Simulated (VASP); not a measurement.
# BN (Cm) in VASP: G0W0 quasiparticle levels with PBE

Aim: the G0W0 quasiparticle levels of BN with PBE.

Everything below comes from runs of VASP 6.6.1. Logs are shortened: lines on timing, memory, paths and dates and some standing lists are left out, and cuts for length are marked.

**1. The cell of the first run**

The typed cell holds 2 atoms: a = 2.500 Å, b = 2.500 Å, c = 3.558 Å, α = 90.07°, β = 110.49°, γ = 120.00°.

**2. G0W0 quasiparticle levels, PBE**

File POSCAR:

```
BN
1.0
    2.4882474397      0.0027782320     -0.2444864326
   -1.2344750660      2.1604234412      0.2445297637
   -0.9249797325     -0.9087842203      3.3134103186
B N
1 1
Direct
    0.9910320811      0.9914197586     -0.0061621998
    0.6571169189      0.3244642414      0.9929671998
```

File INCAR.step1:

```
SYSTEM = BN
ALGO     = Normal         ! electronic algorithm
EDIFF    = 1E-8           ! SCF threshold, eV
ENCUT    = 500            ! plane-wave cutoff, eV
GGA      = PE             ! functional
ISMEAR   = 0              ! smearing method
LASPH    = .True.         ! aspherical terms in the spheres
LCHARG   = .False.        ! write CHGCAR
LREAL    = .False.        ! projectors in reciprocal space
LWAVE    = .True.         ! write WAVECAR
NELM     = 80             ! most SCF steps
PREC     = Accurate       ! precision mode
SIGMA    = 0.01           ! smearing width, eV
```

File INCAR.step2:

```
SYSTEM = BN
ALGO     = Exact          ! electronic algorithm
EDIFF    = 1E-8           ! SCF threshold, eV
ENCUT    = 500            ! plane-wave cutoff, eV
GGA      = PE             ! functional
ISMEAR   = 0              ! smearing method
ISTART   = 1            
LASPH    = .True.         ! aspherical terms in the spheres
LCHARG   = .False.        ! write CHGCAR
LOPTICS  = .True.         ! frequency-dependent dielectric function
LREAL    = .False.        ! projectors in reciprocal space
LWAVE    = .True.         ! write WAVECAR
NBANDS   = 64             ! bands
NELM     = 1              ! most SCF steps
PREC     = Accurate       ! precision mode
SIGMA    = 0.01           ! smearing width, eV
```

File INCAR.step3:

```
SYSTEM = BN
ALGO     = EVGW0          ! electronic algorithm
EDIFF    = 1E-8           ! SCF threshold, eV
ENCUT    = 500            ! plane-wave cutoff, eV
ENCUTGW  = 80.0           ! cutoff of the response function
GGA      = PE             ! functional
ISMEAR   = 0              ! smearing method
ISTART   = 1            
LASPH    = .True.         ! aspherical terms in the spheres
LCHARG   = .False.        ! write CHGCAR
LREAL    = .False.        ! projectors in reciprocal space
LWAVE    = .False.        ! write WAVECAR
NBANDS   = 64             ! bands
NBANDSGW = 12           
NELMGW   = 1            
NOMEGA   = 48             ! frequency points
PREC     = Accurate       ! precision mode
PRECFOCK = Fast         
SIGMA    = 0.01           ! smearing width, eV
```

File KPOINTS:

```
k-points
0
Gamma
  4 4 4
  0 0 0
```

Potentials or basis: VASP PAW PBE potentials, release 64 (B_GW, N_GW).

Run with:

```
$ cat potpaw_PBE.64/B_GW/POTCAR potpaw_PBE.64/N_GW/POTCAR > POTCAR
$ cp INCAR.step1 INCAR
$ mpirun -np 1 vasp_std > vasp.out
$ cp INCAR.step2 INCAR
$ mpirun -np 1 vasp_std > vasp.out
$ cp INCAR.step3 INCAR
$ mpirun -np 1 vasp_std > vasp.out
```

OUTCAR:

```text
SYSTEM = BN
   EDIFF = 1E-8
   ENCUT = 500
   ENCUTGW = 80.0
   GGA = PE
   ISMEAR = 0
   ISTART = 1
   LASPH = .True.
   LREAL = .False.
   NELMGW = 1
   PREC = Accurate
   PRECFOCK = Fast

 ion  position               nearest neighbor table
   1  0.991  0.991  0.994-   2 1.44   2 1.44   2 1.44
   2  0.657  0.324  0.993-   1 1.44   1 1.44   1 1.44

  LATTYP: Found a triclinic cell.
 ALAT       =     2.5002773138
 B/A-ratio  =     0.9999813074
 C/A-ratio  =     1.4230871232
 COS(alpha) =     0.0012664957
 COS(beta)  =     0.3513219323
 COS(gamma) =     0.5000090492

  Lattice vectors:

 A1 = (  -1.2537723737,  -2.1632016732,  -0.0000433311)
 A2 = (   1.2344750660,  -2.1604234412,  -0.2445297637)
 A3 = (  -0.9249797325,  -0.9087842203,   3.3134103186)

Analysis of symmetry for initial positions (statically):
=====================================================================
 Subroutine PRICEL returns:
 Original cell was already a primitive cell.

 Routine SETGRP: Setting up the symmetry group for a
 triclinic supercell.

 Subroutine GETGRP returns: Found  1 space group operations
 (whereof  1 operations were pure point group operations)
 out of a pool of  2 trial point group operations.

The static configuration has the point symmetry C_1 .

Analysis of symmetry for dynamics (positions and initial velocities):
=====================================================================
 Subroutine PRICEL returns:
 Original cell was already a primitive cell.

 Routine SETGRP: Setting up the symmetry group for a
 triclinic supercell.

 Subroutine GETGRP returns: Found  1 space group operations
 (whereof  1 operations were pure point group operations)
 out of a pool of  2 trial point group operations.

The dynamic configuration has the point symmetry C_1 .

 Subroutine INISYM returns: Found  1 space group operations
 (whereof  1 operations are pure point group operations),
 and found     1 'primitive' translations

----------------------------------------------------------------------------------------

                                     Primitive cell

  volume of cell :      17.6126

  direct lattice vectors                    reciprocal lattice vectors
     2.488247440  0.002778232 -0.244486433     0.419051255  0.219395835  0.177158074
    -1.234475066  2.160423441  0.244529764     0.012092459  0.455266499  0.128243788
    -0.924979732 -0.908784220  3.313410319     0.030028089 -0.017410130  0.305411412

  length of vectors
     2.500231320  2.500230577  3.558112450     0.505097486  0.473138755  0.307377503

  position of ions in fractional coordinates (direct lattice)
     0.991032081  0.991419759  0.993837800
     0.657116919  0.324464241  0.992967200

  ion indices of the primitive-cell ions
   primitive index   ion index
                 1           1
                 2           2

----------------------------------------------------------------------------------------

 KPOINTS: k-points

Automatic generation of k-mesh.
 Grid dimensions read from file:
 generate k-points for:    4    4    4

 Generating k-lattice:

  Cartesian coordinates                     Fractional coordinates (reciprocal lattice)
     0.104762814  0.054848959  0.044289519     0.250000000 -0.000000000  0.000000000
     0.003023115  0.113816625  0.032060947     0.000000000  0.250000000 -0.000000000
     0.007507022 -0.004352533  0.076352853     0.000000000 -0.000000000  0.250000000

  Length of vectors
     0.126274371  0.118284689  0.076844376

  Shift w.r.t. Gamma in fractional coordinates (k-lattice)
     0.000000000  0.000000000  0.000000000

 Subroutine IBZKPT returns following result:
 ===========================================

 Found     36 irreducible k-points:

 Following reciprocal coordinates:
            Coordinates               Weight
  0.000000  0.000000  0.000000      1.000000
  0.250000 -0.000000 -0.000000      2.000000
 -0.000000  0.250000 -0.250000      2.000000
  0.500000 -0.000000 -0.000000      1.000000
  0.000000  0.500000  0.500000      1.000000
  0.000000  0.250000  0.000000      2.000000
[... 16 lines left out ...]
  0.000000  0.250000  0.250000      2.000000
  0.250000 -0.000000  0.500000      2.000000
 [... further k-points ...]
   k-points           NKPTS =     36   k-points in BZ     NKDIM =     64   number of bands    NBANDS=     64
   number of dos      NEDOS =    301   number of ions     NIONS =      2
   total plane-waves  NPLWV =   9072
   dimension x,y,z NGX =    18 NGY =   18 NGZ =   28
   dimension x,y,z NGXF=    36 NGYF=   36 NGZF=   56
   ions per type =               1   1
   NGX,Y,Z   is equivalent  to a cutoff of  11.97, 11.97, 13.08 a.u.
   NGXF,Y,Z  is equivalent  to a cutoff of  23.94, 23.94, 26.16 a.u.
 SYSTEM =  BN
   PREC   = accura    normal or accurate (medium, high low for compatibility)
   ISTART =      1    job   : 0-new  1-cont  2-samecut
   ICHARG =      0    charge: 1-file 2-atom 10-const
   ISPIN  =      1    spin polarized calculation?
   LNONCOLLINEAR =      F non collinear calculations
   LSORBIT =      F    spin-orbit coupling
   LASPH  =      T    aspherical Exc in radial PAW
   ENCUT  =  500.0 eV  36.75 Ry    6.06 a.u.   4.56  4.56  6.49*2*pi/ulx,y,z
   NELM   =     60;   NELMIN=  2; NELMDL=  0     # of ELM steps
   EDIFF  = 0.1E-07   stopping-criterion for ELM
   LREAL  =      F    real-space projection
   EDIFFG = 0.1E-06   stopping-criterion for IOM
   NSW    =      0    number of steps for IOM
   IBRION =     -1    ionic relax: 0-MD 1-quasi-New 2-CG
   NFREE  =      0    steps in history (QN), initial steepest desc. (CG)
   ISIF   =      0    stress and relaxation
   ISYM   =      3    0-nonsym 1-usesym 2-fastsym
   POTIM  = 0.5000    time-step for ionic-motion
   TEBEG  =    0.0;   TEEND  =   0.0 temperature during run
   PSTRESS=    0.0 pullay stress
   NELECT =       8.0000    total number of electrons
   NUPDOWN=      -1.0000    fix difference up-down
   EMIN   =  10.00;   EMAX   =-10.00  energy-range for DOS
   EFERMI =   0.00;   METHOD = LEGACY
   ISMEAR =     0;   SIGMA  =   0.01  broadening in eV -4-tet -1-fermi 0-gaus
   EFERMI_NEDOS =   21; number of points for ismear=-14 and -15
   IALGO  =     38    algorithm
   IMIX   =      4    mixing-type and parameters
     AMIX     =   0.40;   BMIX     =  1.00
     AMIX_MAG =   1.60;   BMIX_MAG =  1.00
  volume/ion in A,a.u.               =       8.81        59.43
  Fermi-wavevector in a.u.,A,eV,Ry     =   1.258433  2.378094 21.546916  1.583654
  Thomas-Fermi vector in A             =   2.392043
   LORBIT       =      0    0 simple, 1 ext, 2 COOP (PROOUT), +10 PAW based schemes
   GGA     = PE    functional components
   LHFCALC =     T    Hartree Fock is set to
   PRECFOCK=fast      Normal, Fast or Accurate (Low or Medium for compatibility)
   ENCUT4O =  -1.0   cutoff for four orbital integrals eV
   NKREDX  =     1    reduce k-point grid by
   NKREDY  =     1    reduce k-point grid by
   NKREDZ  =     1    reduce k-point grid by
   AEXX    =    1.0000 exact exchange contribution
   HFSCREEN=    0.0000 screening length (either q_TF or 0.3 A-1)
   HFSCREENC=   0.0000 screening length for correlation (either q_TF or 0.3 A-1)
   ENCUTFOCK=  -1.0 apply spherical cutoff to Coloumb kernel
   IVDW    =     0    specifies the selected vdW correction
   LEPSILON=     F    determine dielectric tensor
   LRPA    =     F    only Hartree local field effects (RPA)
   LRPAFORCE           =     F    calculate RPA forces
   ENCUTGW             =  80.0    cutoff for response function in eV
   ENCUTGWSOFT         =  64.0    soft cutoff for Coulomb kernel in GW response function in eV
   ENCUTLF             =  -1.0    cutoff for local field effects
   NELMGW              =     1    number of iterations in solving QP/BSE equation
   NELMHF              =     1    number of iterations in the inner HF iteration
   NKREDLFX            =     1    NKREDLFY  =   1   NKREDLFZ  =   1
 non-spin polarized calculation
 Gauss-broadening in eV      SIGMA  =   0.01
  energy-cutoff  :      500.00
  volume of cell :       17.61
 maximum number of plane-waves:       458
  NGX = 12; NGY = 12; NGZ = 18
   NGX =  9   NGY =  9   NGZ = 13
 maximum number of plane-waves:        34
 NGX is ok and might be reduce to    10

 QP shifts <psi_nk| G(iteration)W_0 |psi_nk>: iteration 1
 for sc-GW calculations column KS-energies equals QP-energies in previous step
 and V_xc(KS)=  KS-energies - (<T + V_ion + V_H > + <T+V_H+V_ion>^1  + <V_x>^1)

 k-point   1 :       0.0000    0.0000    0.0000
  band No.  KS-energies  QP-energies   sigma(KS)   V_xc(KS)     V^pw_x(r,r')   Z            occupation Imag(sigma)

      1     -15.3589     -17.0545     -18.2960     -15.9324     -26.6182       0.7174       2.0000       1.2897
      2      -1.5088      -2.5596     -15.8936     -14.5029     -19.5623       0.7556       2.0000       0.2381
      3       1.1977       0.4222     -19.1747     -18.2075     -22.7855       0.8017       2.0000       0.1356
      4       1.1977       0.4222     -19.1747     -18.2075     -22.7855       0.8017       2.0000       0.1356
      5       7.8676       8.1224      -8.5707      -8.8757      -4.5491       0.8355       0.0000      -0.1106
      6      14.2004      16.0760     -12.0093     -14.3275      -7.1736       0.8091       0.0000      -0.1410
      7      14.2004      16.0760     -12.0093     -14.3275      -7.1736       0.8091       0.0000      -0.1410
      8      15.7241      17.4763     -12.6110     -14.9365      -6.0451       0.7535       0.0000      -0.6809
      9      17.4503      18.8153     -12.1524     -13.8945      -6.4562       0.7836       0.0000      -0.2772
     10      28.5240      29.3918      -9.1609     -10.2289      -2.6504       0.8125       0.0000      -0.9829
     11      31.3225      32.1250      -8.2916      -9.2664      -1.8703       0.8233       0.0000      -1.0257
     12      31.4037      32.4419      -9.1266     -10.3900      -3.3529       0.8218       0.0000      -0.9804

 k-point   2 :       0.2500   -0.0000   -0.0000
  band No.  KS-energies  QP-energies   sigma(KS)   V_xc(KS)     V^pw_x(r,r')   Z            occupation Imag(sigma)
[... 353 lines left out ...]
      1     -13.9629     -15.6745     -18.7757     -16.5002     -26.7467       0.7521       2.0000       1.1553
      2      -2.6550      -3.7944     -18.0911     -16.6093     -22.3800       0.7689       2.0000       0.2123
      3      -1.6971      -2.8713     -14.8573     -13.3116     -18.3420       0.7596       2.0000       0.2461
      4      -0.4253      -1.3349     -18.7151     -17.5640     -22.5957       0.7902       2.0000       0.1568
      5      11.2289      12.5515     -12.1309     -13.8324      -7.4583       0.7773       0.0000      -0.1985
      6      13.2101      14.6255     -11.6723     -13.4313      -6.7101       0.8047       0.0000      -0.1702
      7      15.7914      16.9117     -10.2325     -11.6155      -4.7280       0.8101       0.0000      -0.3945
      8      18.6415      20.6893     -12.5949     -15.1981      -6.9105       0.7866       0.0000      -0.2895
      9      19.1654      20.4864     -11.0776     -12.7494      -5.1882       0.7902       0.0000      -0.4453
     10      25.6675      26.5122      -8.4670      -9.4841      -2.7947       0.8305       0.0000      -0.6859
     11      26.7397      27.6223      -8.4826      -9.5398      -3.1268       0.8348       0.0000      -0.6669
     12      27.6708      28.5966      -8.6654      -9.7758      -2.7696       0.8337       0.0000      -0.8236

 [... further k-points ...]
```

It took 71 s on 1 thread of AMD EPYC 9R45 (Zen 5), shared host; peak memory 0.26 GiB.

Results:

| Item | Value |
| --- | --- |
| Band gap on the k mesh, mean-field level | 4.66 eV, indirect (least direct gap 5.45 eV) |
| Quasiparticle gap | 6.13 eV |
| Least direct quasiparticle gap | 7.12 eV |

Caveat: the k points lie up to 0.79 Å⁻¹ apart; bands, screening cutoff and mesh are small and nothing is extrapolated, so the quasiparticle values aren't converged.
